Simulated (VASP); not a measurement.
**HfTi15 (a cell with a defect): single point with PBE**

The system is HfTi15 (a cell with a defect).

```
Ti Hf
1.0
     5.90000    0.00000    0.00000
    -2.95000    5.10955    0.00000
     0.00000    0.00000    9.36000
Ti Hf
15 1
Direct
  0.16441 0.33559 0.12029
  0.16441 0.33559 0.62971
  0.33333 0.16667 0.87500
  0.16441 0.82882 0.12029
  0.32829 0.66414 0.37500
  0.16441 0.82882 0.62971
  0.33554 0.66777 0.87500
  0.67118 0.33559 0.12029
  0.83586 0.17171 0.37500
  0.67118 0.33559 0.62971
  0.83223 0.16446 0.87500
  0.66667 0.83333 0.12529
  0.83586 0.66414 0.37500
  0.66667 0.83333 0.62471
  0.83223 0.66777 0.87500
  0.33333 0.16667 0.37500
```

```json
{
 "Program": "VASP 6.6.1",
 "Task": "single point",
 "Functional": "PBE",
 "Potentials or basis": "VASP PAW PBE potentials, release 64 (Ti_sv, Hf_pv)",
 "Cutoff": "400 eV",
 "k mesh": "3 × 3 × 2",
 "Occupations": "methfessel-paxton, width 0.1 eV",
 "Spin": "no spin polarisation"
}
```

The pressure is -0.4 GPa and the largest force is 0.028 eV/Å. The band gap on the k mesh is zero (bands 95 and 96 overlap by 0.84 eV).

Forces in eV/Å, atoms in the order of the input:
```
Ti   0.014 -0.008  0.023
Ti   0.014 -0.008 -0.023
Ti   0.000  0.000  0.000
Ti   0.000  0.016  0.023
Ti  -0.009 -0.005  0.000
Ti   0.000  0.016 -0.023
Ti   0.022  0.013  0.000
Ti  -0.014 -0.008  0.023
Ti   0.000  0.011  0.000
Ti  -0.014 -0.008 -0.023
Ti   0.000 -0.025  0.000
Ti   0.000  0.000 -0.004
Ti   0.009 -0.005  0.000
Ti   0.000  0.000  0.004
Ti  -0.022  0.013  0.000
Hf   0.000  0.000  0.000
```

Stress tensor (GPa, compression positive):
```
-0.69  0.00  0.00
 0.00 -0.69  0.00
 0.00  0.00  0.07
```

Levels at points of the mesh, in eV from the Fermi level:
```csv
k point,band 92,band 93,band 94,band 95,band 96,band 97
"(0.00, 0.00, 0.00)",-0.01,0.01,0.39,0.43,0.43,0.49
"(0.00, 0.00, 0.50)",0.00,0.14,0.49,0.55,0.55,0.55
```

Run time: 2.8 min on 1 thread of Intel(R) Xeon(R) 6975P-C (Granite Rapids) (shared host), peak memory 0.34 GiB.

Caveat: the k points lie up to 0.41 Å⁻¹ apart, too coarse for converged energies and pressures of a metal; spin-orbit coupling is left out, which moves the levels of the heavy elements.
